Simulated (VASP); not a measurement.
# Ta2N (P-3m1) in VASP: further runs

Ta2N is run at these levels: PBE; tasks: single point.

All numbers are computed with VASP 6.6.1; they aren't measurements. Logs are shortened: lines on timing, memory, paths and dates and some standing lists are left out, and cuts for length are marked.

**1. The cell of the first run**

It takes space group P-3m1 (No. 164, trigonal). Conventional cell: a = 3.101 Å, b = 3.101 Å, c = 14.264 Å, α = 90.00°, β = 90.00°, γ = 120.00°. Within 2.9 Å of Ta (site symmetry 3m) lie 3 N at 2.18 Å. Ta (site symmetry 3m) has 3 N at 2.18 Å within 2.9 Å. N (site symmetry 3m) has 6 Ta at 2.18 Å within 2.9 Å.

**2. Single point, PBE**

INCAR

```
SYSTEM = Ta2N
PREC     = Accurate       ! precision mode
ENCUT    = 520            ! plane-wave cutoff, eV
EDIFF    = 1E-7           ! SCF threshold, eV
ISMEAR   = 0              ! smearing method
SIGMA    = 0.15           ! smearing width, eV
LREAL    = .False.        ! projectors in reciprocal space
LASPH    = .True.         ! aspherical terms in the spheres
NELM     = 60             ! most SCF steps
ALGO     = Normal         ! electronic algorithm
ISIF     = 2              ! what is computed and relaxed
LWAVE    = .False.        ! write WAVECAR
LCHARG   = .False.        ! write CHGCAR
GGA      = PE             ! functional
NBANDS   = 36             ! bands
```

KPOINTS

```
regular mesh
0
Gamma
  17 17 5
  0 0 0
```

POSCAR

```
Ta2N
1.0
   -3.1011400595      0.0000000000      0.0000000000
   -1.5505700297     -2.6856660722      0.0000000000
    0.0000000000      0.0000000000     14.2637800776
Ta N
4 2
Direct
    0.6666666667      0.6666666667      0.0838206585
    0.6666666667      0.6666666667      0.4260784620
    0.3333333333      0.3333333333      0.6006949485
    0.3333333333      0.3333333333      0.2584371450
    0.0000000000      0.0000000000      0.5133867052
    0.0000000000      0.0000000000      0.1711289017
```

Potentials or basis: VASP PAW PBE potentials, release 64 (Ta_pv, N).

Run with:

```console
cat potpaw_PBE.64/Ta_pv/POTCAR potpaw_PBE.64/N/POTCAR > POTCAR
mpirun -np 1 vasp_std > vasp.out
```

OUTCAR:

```text
SYSTEM = Ta2N
   PREC = Accurate
   ENCUT = 520
   EDIFF = 1E-7
   ISMEAR = 0
   LREAL = .False.
   LASPH = .True.
   NELM = 60
   ISIF = 2
   GGA = PE

 ion  position               nearest neighbor table
   1  0.667  0.667  0.084-   6 2.18   6 2.18   6 2.18   4 3.07   4 3.07   4 3.07
   2  0.667  0.667  0.426-   5 2.18   5 2.18   5 2.18   4 2.99   4 2.99   4 2.99   3 3.07   3 3.07
                             3 3.07
   3  0.333  0.333  0.601-   5 2.18   5 2.18   5 2.18   2 3.07   2 3.07   2 3.07
   4  0.333  0.333  0.258-   6 2.18   6 2.18   6 2.18   2 2.99   2 2.99   2 2.99   1 3.07   1 3.07
                             1 3.07
   5  0.000  0.000  0.513-   2 2.18   2 2.18   2 2.18   3 2.18   3 2.18   3 2.18
   6  0.000  0.000  0.171-   1 2.18   1 2.18   1 2.18   4 2.18   4 2.18   4 2.18

  LATTYP: Found a hexagonal cell.
 ALAT       =     3.1011400595
 C/A-ratio  =     4.5995278524

  Lattice vectors:

 A1 = (   1.5505700297,   2.6856660722,   0.0000000000)
 A2 = (  -3.1011400595,   0.0000000000,   0.0000000000)
 A3 = (   0.0000000000,   0.0000000000,  14.2637800776)

Analysis of symmetry for initial positions (statically):
=====================================================================
 Subroutine PRICEL returns:
 Original cell was already a primitive cell.

 Routine SETGRP: Setting up the symmetry group for a
 hexagonal supercell.

 Subroutine GETGRP returns: Found 12 space group operations
 (whereof  6 operations were pure point group operations)
 out of a pool of 24 trial point group operations.

The static configuration has the point symmetry C_3v.
 The point group associated with its full space group is D_3d.

Analysis of symmetry for dynamics (positions and initial velocities):
=====================================================================
 Subroutine PRICEL returns:
 Original cell was already a primitive cell.

 Routine SETGRP: Setting up the symmetry group for a
 hexagonal supercell.

 Subroutine GETGRP returns: Found 12 space group operations
 (whereof  6 operations were pure point group operations)
 out of a pool of 24 trial point group operations.

The dynamic configuration has the point symmetry C_3v.
 The point group associated with its full space group is D_3d.

 Subroutine INISYM returns: Found 12 space group operations
 (whereof  6 operations are pure point group operations),
 and found     1 'primitive' translations

----------------------------------------------------------------------------------------

                                     Primitive cell

  volume of cell :     118.7977

  direct lattice vectors                    reciprocal lattice vectors
    -3.101140060  0.000000000  0.000000000    -0.322462056  0.186173555  0.000000000
    -1.550570030 -2.685666072  0.000000000     0.000000000 -0.372347110  0.000000000
     0.000000000  0.000000000 14.263780078     0.000000000  0.000000000  0.070107643

  length of vectors
     3.101140060  3.101140059 14.263780078     0.372347110  0.372347110  0.070107643

  position of ions in fractional coordinates (direct lattice)
     0.666666667  0.666666667  0.083820659
     0.666666667  0.666666667  0.426078462
     0.333333333  0.333333333  0.600694948
     0.333333333  0.333333333  0.258437145
     0.000000000  0.000000000  0.513386705
     0.000000000  0.000000000  0.171128902

  ion indices of the primitive-cell ions
   primitive index   ion index
                 1           1
                 2           2
                 3           3
                 4           4
                 5           5
                 6           6

----------------------------------------------------------------------------------------

 KPOINTS: regular mesh

Automatic generation of k-mesh.
 Grid dimensions read from file:
 generate k-points for:   17   17    5

 Generating k-lattice:

  Cartesian coordinates                     Fractional coordinates (reciprocal lattice)
    -0.018968356  0.010951386  0.000000000     0.058823529 -0.000000000  0.000000000
     0.000000000 -0.021902771  0.000000000     0.000000000  0.058823529  0.000000000
     0.000000000  0.000000000  0.014021529     0.000000000  0.000000000  0.200000000

  Length of vectors
     0.021902771  0.021902771  0.014021529

  Shift w.r.t. Gamma in fractional coordinates (k-lattice)
     0.000000000  0.000000000  0.000000000

 Subroutine IBZKPT returns following result:
 ===========================================

 Found    147 irreducible k-points:

 Following reciprocal coordinates:
            Coordinates               Weight
  0.000000  0.000000  0.000000      1.000000
  0.058824  0.000000  0.000000      6.000000
  0.117647 -0.000000  0.000000      6.000000
  0.176471 -0.000000  0.000000      6.000000
  0.235294 -0.000000  0.000000      6.000000
  0.294118 -0.000000  0.000000      6.000000
[... 16 lines left out ...]
 -0.470588  0.117647  0.000000     12.000000
  0.352941  0.176471  0.000000      6.000000
 [... further k-points ...]
   k-points           NKPTS =    147   k-points in BZ     NKDIM =    147   number of bands    NBANDS=     36
   number of dos      NEDOS =    301   number of ions     NIONS =      6
   total plane-waves  NPLWV =  62208
   dimension x,y,z NGX =    24 NGY =   24 NGZ =  108
   dimension x,y,z NGXF=    48 NGYF=   48 NGZF=  216
   ions per type =               4   2
   NGX,Y,Z   is equivalent  to a cutoff of  12.87, 12.87, 12.59 a.u.
   NGXF,Y,Z  is equivalent  to a cutoff of  25.73, 25.73, 25.18 a.u.
 SYSTEM =  Ta2N
   PREC   = accura    normal or accurate (medium, high low for compatibility)
   ISTART =      0    job   : 0-new  1-cont  2-samecut
   ICHARG =      2    charge: 1-file 2-atom 10-const
   ISPIN  =      1    spin polarized calculation?
   LNONCOLLINEAR =      F non collinear calculations
   LSORBIT =      F    spin-orbit coupling
   LASPH  =      T    aspherical Exc in radial PAW
   ENCUT  =  520.0 eV  38.22 Ry    6.18 a.u.   5.77  5.77 26.52*2*pi/ulx,y,z
   NELM   =     60;   NELMIN=  2; NELMDL= -5     # of ELM steps
   EDIFF  = 0.1E-06   stopping-criterion for ELM
   LREAL  =      F    real-space projection
   EDIFFG = 0.1E-05   stopping-criterion for IOM
   NSW    =      0    number of steps for IOM
   IBRION =     -1    ionic relax: 0-MD 1-quasi-New 2-CG
   NFREE  =      0    steps in history (QN), initial steepest desc. (CG)
   ISIF   =      2    stress and relaxation
   ISYM   =      2    0-nonsym 1-usesym 2-fastsym
   POTIM  = 0.5000    time-step for ionic-motion
   TEBEG  =    0.0;   TEEND  =   0.0 temperature during run
   PSTRESS=    0.0 pullay stress
   NELECT =      54.0000    total number of electrons
   NUPDOWN=      -1.0000    fix difference up-down
   EMIN   =  10.00;   EMAX   =-10.00  energy-range for DOS
   EFERMI =   0.00;   METHOD = LEGACY
   ISMEAR =     0;   SIGMA  =   0.15  broadening in eV -4-tet -1-fermi 0-gaus
   EFERMI_NEDOS =   21; number of points for ismear=-14 and -15
   IALGO  =     38    algorithm
   IMIX   =      4    mixing-type and parameters
     AMIX     =   0.40;   BMIX     =  1.00
     AMIX_MAG =   1.60;   BMIX_MAG =  1.00
  volume/ion in A,a.u.               =      19.80       133.61
  Fermi-wavevector in a.u.,A,eV,Ry     =   1.258742  2.378678 21.557500  1.584432
  Thomas-Fermi vector in A             =   2.392336
   LORBIT       =      0    0 simple, 1 ext, 2 COOP (PROOUT), +10 PAW based schemes
   GGA     = PE    functional components
   LHFCALC =     F    Hartree Fock is set to
   AEXX    =    0.0000 exact exchange contribution
   IVDW    =     0    specifies the selected vdW correction
   LEPSILON=     F    determine dielectric tensor
   LRPA    =     F    only Hartree local field effects (RPA)
 non-spin polarized calculation
 Gauss-broadening in eV      SIGMA  =   0.15
  energy-cutoff  :      520.00
  volume of cell :      118.80
 maximum number of plane-waves:      3219
   NGX = 11   NGY = 11   NGZ = 53

 number of electron      53.9999992 magnetization

 Free energy of the ion-electron system (eV)
  ---------------------------------------------------
  ext. energy  EPLUGINS =         0.00000000
  ---------------------------------------------------
  free energy    TOTEN  =       -65.70494851 eV

  energy without entropy =      -65.66990064  energy(sigma->0) =      -65.68742457

 E-fermi :   3.6315     XC(G=0):  -9.9340

 val. band max:        3.6243318102   @ k =   0.2941   0.3529   0.2000
 cond. band min:       3.6543648935   @ k =   0.1765   0.1765   0.4000
 fundamental gap:      0.0300330833
 Fermi energy:         3.6315222668

 k-point     1 :       0.0000    0.0000    0.0000
  band No.  band energies     occupation
      1     -31.9853      2.00000
      2     -31.8673      2.00000
      3     -31.4895      2.00000
      4     -31.2323      2.00000
      5     -31.2323      2.00000
      6     -31.1727      2.00000
[... 28 lines left out ...]
     35       5.3838      0.00000
     36       5.5550      0.00000

 k-point     2 :       0.0588    0.0000    0.0000
  band No.  band energies     occupation
      1     -31.9774      2.00000
      2     -31.8644      2.00000
      3     -31.4916      2.00000
      4     -31.2544      2.00000
      5     -31.2391      2.00000
      6     -31.1920      2.00000
[... 28 lines left out ...]
     35       5.4008      0.00000
     36       5.7272      0.00000

 k-point     3 :       0.1176   -0.0000    0.0000
  band No.  band energies     occupation
      1     -31.9546      2.00000
      2     -31.8566      2.00000
      3     -31.5008      2.00000
      4     -31.3126      2.00000
      5     -31.2580      2.00000
      6     -31.2507      2.00000
[... 28 lines left out ...]
     35       5.6483      0.00000
     36       6.0877      0.00000
[... 742 lines left out ...]
 k-point    23 :      -0.4706    0.1176    0.0000
  band No.  band energies     occupation
      1     -31.9086      2.00000
      2     -31.8740      2.00000
      3     -31.7458      2.00000
      4     -31.7250      2.00000
      5     -31.5915      2.00000
      6     -31.5785      2.00000
[... 28 lines left out ...]
     35       7.3660      0.00000
     36       7.7740      0.00000

 k-point    24 :       0.3529    0.1765    0.0000
  band No.  band energies     occupation
      1     -31.8439      2.00000
      2     -31.8246      2.00000
      3     -31.6581      2.00000
      4     -31.5298      2.00000
      5     -31.5294      2.00000
      6     -31.5126      2.00000
[... 28 lines left out ...]
     35       6.8005      0.00000
     36       7.1732      0.00000

 [... further k-points ...]
[... 5 lines left out ...]
  --------------------------------------------------------------------------------------
  -------------------------------------------------------------------------------------
  Total       -3.5694790     -3.5694790     -1.8736849      0.0000000     -0.0000000      0.0000000
  in kB      -48.1401440    -48.1401440    -25.2696428      0.0000000     -0.0000000      0.0000000
  external PRESSURE =     -40.5166436 kB  Pullay stress =       0.0000000 kB

 VOLUME and BASIS-vectors are now :
 -----------------------------------------------------------------------------
  energy-cutoff  :      520.00
  volume of cell :      118.80
      direct lattice vectors                 reciprocal lattice vectors
    -3.101140060  0.000000000  0.000000000    -0.322462056  0.186173555  0.000000000
    -1.550570030 -2.685666072  0.000000000     0.000000000 -0.372347110  0.000000000
     0.000000000  0.000000000 14.263780078     0.000000000  0.000000000  0.070107643

 POSITION                                       TOTAL-FORCE (eV/Angst)
 -----------------------------------------------------------------------------------
     -3.10114     -1.79044      1.19560        -0.000000     -0.000000      0.332605
     -3.10114     -1.79044      6.07749         0.000000      0.000000      0.108972
     -1.55057     -0.89522      8.56818         0.000000      0.000000     -0.332605
     -1.55057     -0.89522      3.68629        -0.000000     -0.000000     -0.108972
      0.00000      0.00000      7.32284         0.000000     -0.000000      0.086455
      0.00000      0.00000      2.44095        -0.000000      0.000000     -0.086455
 -----------------------------------------------------------------------------------
    total drift:                                0.000000      0.000000      0.000036

  FREE ENERGIE OF THE ION-ELECTRON SYSTEM (eV)
  ---------------------------------------------------
  free  energy   TOTEN  =       -65.7049485055 eV

  energy  without entropy=      -65.6699006356  energy(sigma->0) =      -65.68742457
```

Wall time 8.7 min (1 thread of Intel Xeon Platinum 8488C (Sapphire Rapids), shared host); peak memory 0.58 GiB.

What came out:

```yaml
Free_energy: -65.7049 eV
Pressure: -4.1 GPa
Largest_force: 0.333 eV/Å
Band_gap_on_the_k_mesh: zero (band 27 reaches 4.08 eV, above the bottom of band 28 at 3.11 eV)
```

Forces on the atoms (eV/Å):
```
Ta   0.000  0.000  0.333
Ta   0.000  0.000  0.109
Ta   0.000  0.000 -0.333
Ta   0.000  0.000 -0.109
N    0.000  0.000  0.086
N    0.000  0.000 -0.086
```

Caveat: spin-orbit coupling is left out, which moves the levels of the heavy elements.

**3. Single point, PBE**

This run uses another cell than the first one, of 21.88 Å³/atom, 1.105 times its volume.

INCAR

```
SYSTEM = Ta2N
  PREC = Accurate
  ENCUT = 520
  EDIFF = 1E-7
  ISMEAR = 0
  SIGMA = 0.15
  LREAL = .FALSE.
  LASPH = .TRUE.
  NELM = 60
  ALGO = Normal
  ISIF = 2
  LWAVE = .FALSE.
  LCHARG = .FALSE.
  GGA = PE
  NBANDS = 36
```

KPOINTS

```
Automatic mesh
0
G
  17 17 5
  0 0 0
```

POSCAR

```
Ta2N
1.0
   -3.1011400595      0.0000000000      0.0000000000
   -1.5505700297     -2.6856660722      0.0000000000
    0.0000000000      0.0000000000     15.7637800776
Ta N
4 2
Direct
    0.6666666667      0.6666666667      0.0758447170
    0.6666666667      0.6666666667      0.3855350333
    0.3333333333      0.3333333333      0.5435359156
    0.3333333333      0.3333333333      0.2338455993
    0.0000000000      0.0000000000      0.4645354745
    0.0000000000      0.0000000000      0.1548451582
```

Potentials or basis: VASP PAW PBE potentials, release 64 (Ta_pv, N).

Run with:

```console
cat potpaw_PBE.64/Ta_pv/POTCAR potpaw_PBE.64/N/POTCAR > POTCAR
mpirun -np 1 vasp_std > vasp.out
```

OUTCAR:

```text
SYSTEM = Ta2N
   PREC = Accurate
   ENCUT = 520
   EDIFF = 1E-7
   ISMEAR = 0
   LREAL = .FALSE.
   LASPH = .TRUE.
   NELM = 60
   ISIF = 2
   GGA = PE

 ion  position               nearest neighbor table
   1  0.667  0.667  0.076-   6 2.18   6 2.18   6 2.18   4 3.07   4 3.07   4 3.07
   2  0.667  0.667  0.386-   5 2.18   5 2.18   5 2.18   4 2.99   4 2.99   4 2.99   3 3.07   3 3.07
                             3 3.07
   3  0.333  0.333  0.544-   5 2.18   5 2.18   5 2.18   2 3.07   2 3.07   2 3.07
   4  0.333  0.333  0.234-   6 2.18   6 2.18   6 2.18   2 2.99   2 2.99   2 2.99   1 3.07   1 3.07
[... 1148 lines left out ...]
  -------------------------------------------------------------------------------------
  Total       -3.5703540     -3.5703540     -1.8495235      0.0000000      0.0000000      0.0000000
  in kB      -43.5700544    -43.5700544    -22.5702658      0.0000000      0.0000000      0.0000000
  external PRESSURE =     -36.5701249 kB  Pullay stress =       0.0000000 kB

 VOLUME and BASIS-vectors are now :
 -----------------------------------------------------------------------------
  energy-cutoff  :      520.00
  volume of cell :      131.29
      direct lattice vectors                 reciprocal lattice vectors
    -3.101140060  0.000000000  0.000000000    -0.322462056  0.186173555  0.000000000
    -1.550570030 -2.685666072  0.000000000     0.000000000 -0.372347110  0.000000000
     0.000000000  0.000000000 15.763780078     0.000000000  0.000000000  0.063436561

 POSITION                                       TOTAL-FORCE (eV/Angst)
 -----------------------------------------------------------------------------------
     -3.10114     -1.79044      1.19560         0.000000     -0.000000      0.336382
     -3.10114     -1.79044      6.07749         0.000000      0.000000      0.109638
     -1.55057     -0.89522      8.56818         0.000000      0.000000     -0.336382
     -1.55057     -0.89522      3.68629        -0.000000     -0.000000     -0.109638
      0.00000      0.00000      7.32284         0.000000      0.000000      0.086311
      0.00000      0.00000      2.44095        -0.000000      0.000000     -0.086311
 -----------------------------------------------------------------------------------
    total drift:                               -0.000000     -0.000000      0.000079

  FREE ENERGIE OF THE ION-ELECTRON SYSTEM (eV)
  ---------------------------------------------------
  free  energy   TOTEN  =       -65.7023328002 eV

  energy  without entropy=      -65.6672957789  energy(sigma->0) =      -65.68481429
```

stdout:

```text
POSCAR found type information on POSCAR TaN
 POSCAR found :  2 types and       6 ions
 scaLAPACK will be used
 LDA part: xc-table for (Slater+PW92), standard interpolation
 POSCAR, INCAR and KPOINTS ok, starting setup
 FFT: planning ... GRIDC
 FFT: planning ... GRID_SOFT
 FFT: planning ... GRID
 WAVECAR not read
 entering main loop
```

It took 9.7 min on 1 thread of Intel Xeon Platinum 8488C (Sapphire Rapids), shared host; peak memory 0.62 GiB.

Results:

```
Free energy            : -65.7023 eV
Largest force          : 0.336 eV/Å
Band gap on the k mesh : zero (band 27 reaches 3.26 eV, above the bottom of band 28 at 2.31 eV)
```

Forces on the atoms (eV/Å):
```
Ta   0.000  0.000  0.336
Ta   0.000  0.000  0.110
Ta   0.000  0.000 -0.336
Ta   0.000  0.000 -0.110
N    0.000  0.000  0.086
N    0.000  0.000 -0.086
```

Caveat: spin-orbit coupling is left out, which moves the levels of the heavy elements.
